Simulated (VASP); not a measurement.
Wanted: the native input for a VASP 6.6.1 run.

| Item | Value |
| --- | --- |
| Task | single point |
| Functional | LDA |
| Potentials or basis | VASP PAW LDA potentials, release 64 (W_sv, C) |
| Cutoff | 520 eV |
| k mesh | 10 × 10 × 9 |
| Occupations | fermi-dirac, width 0.05 eV |
| Spin | no spin polarisation |
| Dipole correction | no |
| Further INCAR settings | ALGO = Normal; EDIFF = 1e-06; NBANDS = 16 |

The structure of WC lies in POSCAR:

```
WC
1.0
    2.9635046684      0.0000000000      0.0000000000
   -1.4817523342      2.5664703270      0.0000000000
    0.0000000000      0.0000000000      2.8922337321
W C
1 1
Direct
    0.0000000000      0.0000000000      0.0000000000
    0.6666666667      0.3333333333      0.5000000000
```

These files were run (other wordings do the same):

INCAR

```
SYSTEM = WC
  PREC = Accurate
  ENCUT = 520
  EDIFF = 1E-6
  ISMEAR = -1
  SIGMA = 0.05
  LREAL = .FALSE.
  LASPH = .TRUE.
  NELM = 80
  ALGO = Normal
  ISIF = 2
  LWAVE = .FALSE.
  LCHARG = .FALSE.
  GGA = CA
  NBANDS = 16
```

KPOINTS

```
regular mesh
0
G
  10 10 9
  0 0 0
```

Potentials or basis: VASP PAW LDA potentials, release 64 (W_sv, C).

Run with:

```console
$ cat potpaw_LDA.64/W_sv/POTCAR potpaw_LDA.64/C/POTCAR > POTCAR
$ mpirun -np 1 vasp_std > vasp.out
```

It gave:

```yaml
Pressure: -27.5 GPa
Band_gap_on_the_k_mesh: zero (bands 9 and 10 overlap by 1.14 eV)
```

Caveat: the cell stands under tension; spin-orbit coupling is left out, which moves the levels of the heavy elements.

It took 11 s on 1 thread of AMD EPYC 9R45 96-Core Processor (Zen 5), on a shared host, peak memory 0.11 GiB.
